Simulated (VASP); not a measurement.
Runs of VASP 6.6.1 on ZnS. It takes space group Fm-3m (No. 225, cubic). Conventional cell: a = 5.062 Å, b = 5.062 Å, c = 5.062 Å, α = 90.00°, β = 90.00°, γ = 90.00°. Within 3.3 Å of Zn (site symmetry m-3m) lie 6 S at 2.53 Å. Within 3.3 Å of S (site symmetry m-3m) lie 6 Zn at 2.53 Å. 

| level | k mesh | cutoff (eV) | smearing | grid for exact exchange (PRECFOCK) | gap on the mesh (eV) | pressure (GPa) |
| --- | --- | --- | --- | --- | --- | --- |
| PBE0 | 4 × 4 × 4 | 520 | fermi-dirac 0.02 eV | Normal | 1.58 | (a) |
| PBE | 6 × 6 × 6 | 520 | gaussian 0.5 eV | - | none | 2.5 |
| PBEsol | 6 × 6 × 6 | 520 | fermi-dirac 0.02 eV | - | none | -2.1 |
| PBE | 6 × 6 × 6 | 500 | fermi-dirac 0.05 eV | - | none | 2.5 |
| PBE | 6 × 6 × 6 | 520 | fermi-dirac 0.02 eV | - | none | 2.5 |

Alike in all rows: task single point; potentials or basis VASP PAW PBE potentials, release 64 (Zn, S); no spin polarisation; cell as given.

Fill in the values left out.

(a) 1.4.

Caveats: some runs use coarse meshes; the PAW data sets were made with another functional, which shifts forces and pressure a little (some runs).

A k mesh can miss the band edges.

A gap of «none» marks levels without a gap at the run's occupations.
